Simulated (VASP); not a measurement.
# PtSe2 (Sudovikovite) (P-3m1) in VASP: a series of runs

The runs below take PtSe2 (Sudovikovite) through single point, with PBEsol, PBE.

All numbers are computed with VASP 6.6.1; they aren't measurements. Logs are shortened: lines on timing, memory, paths and dates and some standing lists are left out, and cuts for length are marked.

## 1. The cell of the first run

It takes space group P-3m1 (No. 164, trigonal). The conventional cell has a = 3.724 Å, b = 3.724 Å, c = 5.062 Å, α = 90.00°, β = 90.00°, γ = 120.00°. Within 3.3 Å of Pt (site symmetry -3m) lie 6 Se at 2.49 Å. Se (site symmetry 3m) has 3 Pt at 2.49 Å within 3.3 Å.

## 2. Single point, PBEsol, non-collinear spin, zero start, spin-orbit coupling

The input, INCAR:

```
SYSTEM = PtSe2
PREC     = Accurate       ! precision mode
ENCUT    = 520            ! plane-wave cutoff, eV
EDIFF    = 1E-6           ! SCF threshold, eV
ISMEAR   = -1             ! smearing method
SIGMA    = 0.05           ! smearing width, eV
LREAL    = .False.        ! projectors in reciprocal space
LASPH    = .True.         ! aspherical terms in the spheres
NELM     = 150            ! most SCF steps
ALGO     = Normal         ! electronic algorithm
ISIF     = 2              ! what is computed and relaxed
LWAVE    = .False.        ! write WAVECAR
LCHARG   = .False.        ! write CHGCAR
MAGMOM   = 0 0 0 0 0 0 0 0 0 ! initial moments
LORBIT   = 11             ! projections on sites
LSORBIT  = .True.         ! spin-orbit coupling
GGA_COMPAT= .False.      
LORBMOM  = .True.       
LMAXMIX  = 4              ! l up to which the mixer works
GGA      = PS             ! functional
NBANDS   = 35             ! bands
```

The input, KPOINTS:

```
regular mesh
0
Gamma
  6 6 4
  0 0 0
```

The input, POSCAR:

```
PtSe2
1.0
    3.7240000000      0.0000000000      0.0000000000
   -1.8620000000      3.2250786037      0.0000000000
    0.0000000000      0.0000000000      5.0620000000
Pt Se
1 2
Direct
    0.0000000000      0.0000000000      0.0000000000
    0.6666666667      0.3333333333      0.7500000000
    0.3333333333      0.6666666667      0.2500000000
```

Potentials or basis: VASP PAW PBE potentials, release 64 (Pt, Se).

Started as:

```console
> cat potpaw_PBE.64/Pt/POTCAR potpaw_PBE.64/Se/POTCAR > POTCAR
> mpirun -np 1 vasp_ncl > vasp.out
```

OUTCAR:

```text
SYSTEM = PtSe2
   PREC = Accurate
   ENCUT = 520
   EDIFF = 1E-6
   ISMEAR = -1
   LREAL = .False.
   LASPH = .True.
   NELM = 150
   ISIF = 2
   LORBIT = 11
   LSORBIT = .True.
   GGA = PS

 ion  position               nearest neighbor table
   1  0.000  0.000  0.000-   2 2.49   3 2.49   2 2.49   3 2.49   2 2.49   3 2.49
   2  0.667  0.333  0.750-   1 2.49   1 2.49   1 2.49
   3  0.333  0.667  0.250-   1 2.49   1 2.49   1 2.49

  LATTYP: Found a hexagonal cell.
 ALAT       =     3.7240000000
 C/A-ratio  =     1.3592910849

  Lattice vectors:

 A1 = (   3.7240000000,   0.0000000000,   0.0000000000)
 A2 = (  -1.8620000000,   3.2250786037,   0.0000000000)
 A3 = (   0.0000000000,   0.0000000000,   5.0620000000)

Analysis of symmetry for initial positions (statically):
=====================================================================
 Subroutine PRICEL returns:
 Original cell was already a primitive cell.

 Routine SETGRP: Setting up the symmetry group for a
 hexagonal supercell.

 Subroutine GETGRP returns: Found 12 space group operations
 (whereof 12 operations were pure point group operations)
 out of a pool of 24 trial point group operations.

The static configuration has the point symmetry D_3d.

Analysis of symmetry for dynamics (positions and initial velocities):
=====================================================================
 Subroutine PRICEL returns:
 Original cell was already a primitive cell.

 Routine SETGRP: Setting up the symmetry group for a
 hexagonal supercell.

 Subroutine GETGRP returns: Found 12 space group operations
 (whereof 12 operations were pure point group operations)
 out of a pool of 24 trial point group operations.

The dynamic configuration has the point symmetry D_3d.

Analysis of structural, dynamic, and magnetic symmetry:
=====================================================================
 Subroutine PRICEL returns:
 Original cell was already a primitive cell.

 Routine SETGRP: Setting up the symmetry group for a
 hexagonal supercell.

 Subroutine GETGRP returns: Found 12 space group operations
 (whereof 12 operations were pure point group operations)
 out of a pool of 24 trial point group operations.

The overall configuration has the point symmetry D_3d.

 Subroutine INISYM returns: Found 12 space group operations
 (whereof 12 operations are pure point group operations),
 and found     1 'primitive' translations

----------------------------------------------------------------------------------------

                                     Primitive cell

  volume of cell :      60.7956

  direct lattice vectors                    reciprocal lattice vectors
     3.724000000  0.000000000  0.000000000     0.268528464  0.155034981  0.000000000
    -1.862000000  3.225078604  0.000000000     0.000000000  0.310069962  0.000000000
     0.000000000  0.000000000  5.062000000     0.000000000  0.000000000  0.197550375

  length of vectors
     3.724000000  3.724000000  5.062000000     0.310069962  0.310069962  0.197550375

  position of ions in fractional coordinates (direct lattice)
     0.000000000  0.000000000  0.000000000
     0.666666667  0.333333333  0.750000000
     0.333333333  0.666666667  0.250000000

  ion indices of the primitive-cell ions
   primitive index   ion index
                 1           1
                 2           2
                 3           3

----------------------------------------------------------------------------------------

 KPOINTS: regular mesh

Automatic generation of k-mesh.
 Grid dimensions read from file:
 generate k-points for:    6    6    4

 Generating k-lattice:

  Cartesian coordinates                     Fractional coordinates (reciprocal lattice)
     0.044754744  0.025839163  0.000000000     0.166666667  0.000000000  0.000000000
     0.000000000  0.051678327  0.000000000     0.000000000  0.166666667  0.000000000
     0.000000000  0.000000000  0.049387594     0.000000000  0.000000000  0.250000000

  Length of vectors
     0.051678327  0.051678327  0.049387594
[... 94 lines left out ...]

 number of electron      21.9999999 magnetization       0.0000000      0.0000000      0.0000000

 Free energy of the ion-electron system (eV)
  ---------------------------------------------------
  ext. energy  EPLUGINS =         0.00000000
  ---------------------------------------------------
  free energy    TOTEN  =       -16.28661764 eV

  energy without entropy =      -16.27935486  energy(sigma->0) =      -16.28298625

 E-fermi :   6.4291     XC(G=0): -10.8067

 val. band max:        6.4265868979   @ k =   0.0000   0.1667   0.2500
 cond. band min:       6.4695613147   @ k =   0.0000   0.3333   0.2500
 fundamental gap:      0.0429744168
 Fermi energy:         6.4290899370

 k-point     1 :       0.0000    0.0000    0.0000
  band No.  band energies     occupation
      1      -9.3356      1.00000
      2      -9.3356      1.00000
      3      -6.4903      1.00000
      4      -6.4903      1.00000
      5      -0.8693      1.00000
      6      -0.8693      1.00000
[... 877 lines left out ...]
     33      13.8876      0.00000
     34      13.8876      0.00000
 [bands above 34 left out]

------------------------ aborting loop because EDIFF is reached ----------------------------------------

  FORCE on cell =-STRESS in cart. coord.  units (eV):
  Direction    XX          YY          ZZ          XY          YZ          ZX
  --------------------------------------------------------------------------------------
  -------------------------------------------------------------------------------------
  Total        1.0771600      1.0771600      0.5656515      0.0000000      0.0000000      0.0000000
  in kB       28.3869479     28.3869479     14.9069011      0.0000000      0.0000000      0.0000000
  external PRESSURE =      23.8935989 kB  Pullay stress =       0.0000000 kB

 VOLUME and BASIS-vectors are now :
 -----------------------------------------------------------------------------
  energy-cutoff  :      520.00
  volume of cell :       60.80
      direct lattice vectors                 reciprocal lattice vectors
     3.724000000  0.000000000  0.000000000     0.268528464  0.155034981  0.000000000
    -1.862000000  3.225078604  0.000000000     0.000000000  0.310069962  0.000000000
     0.000000000  0.000000000  5.062000000     0.000000000  0.000000000  0.197550375

 POSITION                                       TOTAL-FORCE (eV/Angst)
 -----------------------------------------------------------------------------------
      0.00000      0.00000      0.00000        -0.000000      0.000000     -0.000000
      1.86200      1.07503      3.79650         0.000000      0.000000     -0.374016
     -0.00000      2.15005      1.26550        -0.000000      0.000000      0.374016
 -----------------------------------------------------------------------------------
    total drift:                               -0.000000     -0.000000     -0.000000

  FREE ENERGIE OF THE ION-ELECTRON SYSTEM (eV)
  ---------------------------------------------------
  free  energy   TOTEN  =       -16.2866176424 eV

  energy  without entropy=      -16.2793548621  energy(sigma->0) =      -16.28298625

 orbital moment (x)

 # of ion     p       d       tot
 ----------------------------------------
  1         0.000   0.000   0.000
  2         0.000   0.000   0.000
  3         0.000   0.000   0.000
 ----------------------------------------
            0.000   0.000   0.000

 orbital moment (y)

 # of ion     p       d       tot
 ----------------------------------------
  1         0.000   0.000   0.000
  2         0.000   0.000   0.000
  3        -0.000   0.000  -0.000
 ----------------------------------------
           -0.000   0.000  -0.000

 orbital moment (z)

 # of ion     p       d       tot
 ----------------------------------------
  1         0.000   0.000   0.000
  2         0.000   0.000   0.000
  3         0.000  -0.000  -0.000
 ----------------------------------------
            0.000   0.000   0.000

 Spin-Orbit-Coupling matrix elements

 Ion:    1  E_soc:     -0.7303656
 l=   1
     0.0000000    -0.0343842    -0.0364244
    -0.0343842     0.0000000    -0.0343842
    -0.0364244    -0.0343842     0.0000000
 l=   2
     0.0000000    -0.0189820     0.0000000    -0.0189820    -0.0641559
    -0.0189820     0.0000000    -0.0477460    -0.0244140    -0.0189820
     0.0000000    -0.0477460     0.0000000    -0.0477460     0.0000000
    -0.0189820    -0.0244140    -0.0477460     0.0000000    -0.0189820
    -0.0641559    -0.0189820     0.0000000    -0.0189820     0.0000000
 l=   3
     0.0000000     0.0000000     0.0000000     0.0000000     0.0000000     0.0000000     0.0000000
     0.0000000     0.0000000     0.0000000     0.0000000     0.0000000     0.0000000     0.0000000
     0.0000000     0.0000000     0.0000000     0.0000000     0.0000000     0.0000000     0.0000000
     0.0000000     0.0000000     0.0000000     0.0000000     0.0000000     0.0000000     0.0000000
[... 29 lines left out ...]
 l=   2
     0.0000000    -0.0000007     0.0000000    -0.0000007    -0.0000174
    -0.0000007     0.0000000    -0.0000116    -0.0000045    -0.0000007
     0.0000000    -0.0000116     0.0000000    -0.0000116     0.0000000
    -0.0000007    -0.0000045    -0.0000116     0.0000000    -0.0000007
    -0.0000174    -0.0000007     0.0000000    -0.0000007     0.0000000
 l=   3
     0.0000000     0.0000000     0.0000000     0.0000000     0.0000000     0.0000000     0.0000000
     0.0000000     0.0000000     0.0000000     0.0000000     0.0000000     0.0000000     0.0000000
     0.0000000     0.0000000     0.0000000     0.0000000     0.0000000     0.0000000     0.0000000
     0.0000000     0.0000000     0.0000000     0.0000000     0.0000000     0.0000000     0.0000000
     0.0000000     0.0000000     0.0000000     0.0000000     0.0000000     0.0000000     0.0000000
     0.0000000     0.0000000     0.0000000     0.0000000     0.0000000     0.0000000     0.0000000
     0.0000000     0.0000000     0.0000000     0.0000000     0.0000000     0.0000000     0.0000000

 total charge

# of ion       s       p       d       tot
------------------------------------------
    1        0.688   0.739   8.023   9.450
    2        1.486   2.230   0.071   3.787
    3        1.486   2.230   0.071   3.787
--------------------------------------------------
tot          3.660   5.198   8.165  17.023

 magnetization (x)

# of ion       s       p       d       tot
------------------------------------------
    1       -0.000  -0.000   0.000  -0.000
    2        0.000   0.000   0.000   0.000
    3        0.000   0.000   0.000   0.000
--------------------------------------------------
tot          0.000   0.000   0.000   0.000

 magnetization (y)

# of ion       s       p       d       tot
------------------------------------------
    1        0.000   0.000   0.000   0.000
    2        0.000   0.000  -0.000  -0.000
    3        0.000   0.000  -0.000  -0.000
--------------------------------------------------
tot          0.000   0.000  -0.000  -0.000

 magnetization (z)

# of ion       s       p       d       tot
------------------------------------------
    1        0.000  -0.000   0.000  -0.000
    2        0.000   0.000   0.000   0.000
    3        0.000   0.000   0.000   0.000
--------------------------------------------------
tot          0.000  -0.000   0.000  -0.000
```

Run time: 2.1 min. Hardware: 1 thread of Intel Xeon 6975P-C, shared host; peak memory 0.34 GiB.

Results:

* Free energy: -16.2866 eV
* Pressure: 2.4 GPa
* Largest force: 0.374 eV/Å
* Net moment: 0.00 μB per cell
* Valence electrons inside the program's atomic spheres: Pt 9.45; Se 3.79

Forces in eV/Å, atoms in the order of the input:
```
Pt   0.000  0.000  0.000
Se   0.000  0.000 -0.374
Se   0.000  0.000  0.374
```

Stress tensor (GPa, compression positive):
```
2.84 0.00 0.00
0.00 2.84 0.00
0.00 0.00 1.49
```

Moments on the atoms (μB; x, y, z):
```
Pt  0.00 0.00 0.00
Se  0.00 0.00 0.00
Se  0.00 0.00 0.00
```

Caveat: the PAW data sets were made with another functional, which shifts forces and pressure a little.

## 3. Single point, PBE

The input, INCAR:

```
  PREC = Accurate
  ENCUT = 520
  EDIFF = 1E-7
  ISMEAR = 0
  SIGMA = 0.011
  LREAL = F
  LASPH = T
  NELM = 80
  ALGO = Normal
  ISIF = 2
  LWAVE = F
  LCHARG = F
  GGA = PE
  NBANDS = 18
```

The input, KPOINTS:

```
regular mesh
0
Gamma
  8 8 5
```

POSCAR is that of step 2.

Potentials or basis: VASP PAW PBE potentials, release 64 (Pt, Se).

Started as:

```console
> cat potpaw_PBE.64/Pt/POTCAR potpaw_PBE.64/Se/POTCAR > POTCAR
> mpirun -np 1 vasp_std > vasp.out
```

It took 22 s on 1 thread of Intel Xeon 6975P-C (Granite Rapids), shared host; peak memory 0.2 GiB.

Results (log left out):

```yaml
Free_energy: -14.1850 eV
Pressure: 7.3 GPa
Largest_force: 0.575 eV/Å
Band_gap_on_the_k_mesh: zero (band 11 reaches 6.95 eV, above the bottom of band 12 at 6.65 eV)
```

Forces on the atoms (eV/Å):
```
Pt   0.000  0.000  0.000
Se   0.000  0.000 -0.575
Se   0.000  0.000  0.575
```

Stress tensor (GPa, compression positive):
```
7.89 0.00 0.00
0.00 7.89 0.00
0.00 0.00 6.16
```

Levels at points of the mesh, in eV from the Fermi level:
```
           k point  band 9  band 10  band 11  band 12  band 13  band 14
(0.00, 0.00, 0.00)   -1.17    -1.17     0.31     1.36     1.36     3.51
(0.50, 0.00, 0.00)   -3.64    -3.55    -3.09     0.56     2.25     4.67
```

Caveat: spin-orbit coupling is left out, which moves the levels of the heavy elements.
